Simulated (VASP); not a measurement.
Runs of VASP 6.6.1 on MgS. The structure is that of space group Fm-3m (No. 225), or close to it. The cells are those of the table. 

```tsv
cell	gap on the mesh (eV)	pressure (GPa)
a = 3.818, b = 3.818, c = 3.863 Å, angles 59.6, 59.6, 60.8°, 2 atoms	2.20	-10.2
a = 3.542, b = 3.542, c = 3.495 Å, angles 60.4, 60.4, 59.1°, 2 atoms	2.70	7.9
a = 3.495 Å, angles 60.0°, 2 atoms	2.87	10.9
a = 3.726, b = 3.726, c = 3.771 Å, angles 59.6, 59.6, 60.8°, 2 atoms	2.34	-6.8
a = 3.588, b = 3.588, c = 3.495 Å, angles 60.9, 60.9, 58.3°, 2 atoms	(b)	(d)
a = 3.634, b = 3.634, c = 3.679 Å, angles 59.6, 59.6, 60.8°, 2 atoms	2.49	-1.9
a = 3.680, b = 3.680, c = 3.587 Å, angles 60.8, 60.8, 58.3°, 2 atoms	2.41	-1.5
a = 3.771 Å, angles 60.0°, 2 atoms	(c)	(a)
```

Alike in all rows: task single point; level LDA; potentials or basis VASP PAW LDA potentials, release 64 (Mg, S); no spin polarisation; k mesh 8 × 8 × 8; cutoff (eV) 520; smearing gaussian 0.05 eV.

Fill in the values left out.

(a) -8.2; (b) 2.56; (c) 2.40; (d) 5.5.

A k mesh can miss the band edges.
